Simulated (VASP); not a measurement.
Pt:

```
Pt
1.0
    -2.43930    2.43930    1.33186
     2.43930   -2.43930    1.33186
     2.43930    2.43930   -1.33186
Pt
2
Direct
  0.00000 0.00000 0.00000
  0.75000 0.25000 0.50000
```

* Program: VASP 6.6.1
* Task: relaxation of cell and atoms
* Functional: LDA
* Potentials or basis: VASP PAW LDA potentials, release 64 (Pt)
* Cutoff: 600 eV
* k mesh: 13 × 13 × 9
* Occupations: fermi-dirac, width 0.1 eV
* Spin: no spin polarisation

At the start: pressure 5.9 GPa; volume 15.85 Å³/atom.

Where does the relaxation end?

Over 6 steps the energy falls by 9.2 meV/atom and the volume is 16.19 Å³/atom (+2.2 %); space group I4_1/amd (No. 141, to 0.1 Å) before and after.

Step by step:
```csv
step,energy change (eV),largest force (eV/Å),pressure (GPa),volume (Å³)
1,0.0000,0.0003,5.93,31.70
2,0.0783,0.0031,-13.40,34.46
3,-0.0170,0.0012,-0.76,32.49
4,-0.0171,0.0012,-0.59,32.46
5,-0.0178,0.0033,0.46,32.33
6,-0.0184,0.0024,0.02,32.38
```

Final structure:
```cif
data_structure
_symmetry_space_group_name_H-M 'P 1'
_symmetry_Int_Tables_number 1
_cell_length_a 3.7357
_cell_length_b 3.7357
_cell_length_c 3.7358
_cell_angle_alpha 97.251
_cell_angle_beta 97.251
_cell_angle_gamma 138.362
_cell_volume 32.38
loop_
_atom_site_label
_atom_site_type_symbol
_atom_site_fract_x
_atom_site_fract_y
_atom_site_fract_z
_atom_site_occupancy
Pt1 Pt 0.00000 0.00000 0.00000 1
Pt2 Pt 0.75000 0.25000 0.50000 1
```
